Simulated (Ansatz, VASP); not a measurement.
**HfIn4SiO6: VASP beside Ansatz**

```
Hf In Si O
1.0
     2.71603   -4.70332    0.00448
     2.71603    4.70332    0.00448
    -1.86309    0.00000    7.40415
Hf In Si O
1 4 1 6
Cartesian
  2.7160 2.7768 0.0045
  1.7845 1.2098 3.7066
  2.7160 -0.3586 0.0045
  1.7845 4.3741 3.7066
  1.7845 -1.9666 3.7066
  2.7160 -3.4942 0.0045
  -1.1351 -0.1798 6.4177
  4.7040 -0.1798 0.9954
  1.6933 -2.1708 6.4226
  1.8757 -2.1708 0.9906
  1.5632 1.2736 0.9906
  2.0058 1.2736 6.4226
```

Alike in both runs: task single point; functional PBE; k mesh 6 × 6 × 4; occupations fermi-dirac, width 0.05 eV; no spin polarisation.

|  | VASP | Ansatz |
| --- | --- | --- |
| version | VASP 6.6.1 | Ansatz 0.2.0 |
| potentials or method | VASP PAW PBE potentials, release 64 (Hf_pv, In_d, Si, O) | Ansatz PAW |
| plane-wave cutoff (eV) | 520 | 420 |
| valence electrons in the cell | 102 | 118 |

Ansatz gave:

- gap on the k mesh at the Fermi level (eV): none
- pressure (GPa): 0.0
- traceless stress, the component that is largest in VASP (GPa): -0.15
- rms of the force components (eV/Å): 0.005

Q: What did VASP give for the same quantities?

A: gap on the k mesh at the Fermi level (eV): none; pressure (GPa): -0.4; traceless stress, the component that is largest in VASP (GPa): -0.07; rms of the force components (eV/Å): 0.052.

Atom by atom the forces differ by 0.055 eV/Å (rms over components). A gap of «none» marks a metal or a gap that the smearing closes. VASP's potentials hold 102 valence electrons a cell and Ansatz's 118, so a difference there can come from the potentials and not from the codes.

Spin-orbit coupling is off throughout.
